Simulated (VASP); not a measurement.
Crystal: MnS.

```
CELL_PARAMETERS angstrom
3.98659 0.00000 0.00000
-1.99330 3.45249 0.00000
0.00000 0.00000 6.43082
ATOMIC_POSITIONS crystal
Mn 0.33330 0.66670 0.00000
Mn 0.66660 0.33330 0.50000
S 0.33330 0.66670 0.37500
S 0.66660 0.33330 0.87500
```

```yaml
Program: VASP 6.6.1
Task: relaxation of cell and atoms
Functional: RPBE
Dispersion: D4
Potentials_or_basis: VASP PAW PBE potentials, release 64 (Mn_pv, S)
Cutoff: 600 eV
k_mesh: 5 × 5 × 3
Occupations: fermi-dirac, width 0.1 eV
Spin: no spin polarisation
```

At the start: pressure -22.5 GPa; volume 22.13 Å³/atom.

Problem. Where does the relaxation end?

Solution. Over 20 steps the energy falls by 822.3 meV/atom and the volume is 14.31 Å³/atom (-35.3 %); space group P6_3mc (No. 186, to 0.1 Å) before and after.

Step by step:
```
step  energy change (eV)  largest force (eV/Å)  pressure (GPa)  volume (Å³)
   1              0.0000                0.0186          -22.54        88.51
   2             -2.8833                0.0281           14.86        54.32
   3             -3.0844                0.0646           -0.19        59.12
   4             -3.0831                0.0620            1.11        58.61
   5             -3.0929                0.5421            1.49        58.48
   6             -3.0945                0.3789            1.33        58.52
   7             -3.1139                0.3702           -0.10        59.05
   8             -3.1510                0.2789           -4.51        60.61
   9             -3.1524                0.1753           -5.99        61.18
  10             -3.1565                0.1508           -6.23        61.21
  11             -3.1665                0.0607           -6.72        61.28
  12             -3.1742                0.1750           -7.80        61.41
  13             -3.1960                0.1748           -7.13        60.98
  14             -3.2479                0.1703           -5.00        59.68
  15             -3.2882                0.1168            0.12        57.11
  16             -3.2883                0.1211           -0.10        57.21
  17             -3.2888                0.0677           -0.10        57.21
  18             -3.2890                0.0290           -0.07        57.22
  19             -3.2890                0.0481           -0.04        57.23
  20             -3.2891                0.0019           -0.02        57.22
```

Final structure:
```xyz
4
Lattice="3.2465 0.0000 0.0000 -1.6233 2.8117 0.0000 0.0000 0.0000 6.2687" Properties=species:S:1:pos:R:3 pbc="T T T"
Mn   -0.0002    1.8745    0.0973
Mn    1.6231    0.9372    3.2316
S    -0.0002    1.8745    2.2535
S     1.6231    0.9372    5.3879
```

Caveat: the volume moved by over 15 % at a fixed basis, so the end points are rough; the dispersion term is far too large for a dense solid, which distorts pressure and volume; the PAW data sets were made with another functional, which shifts forces and pressure a little.
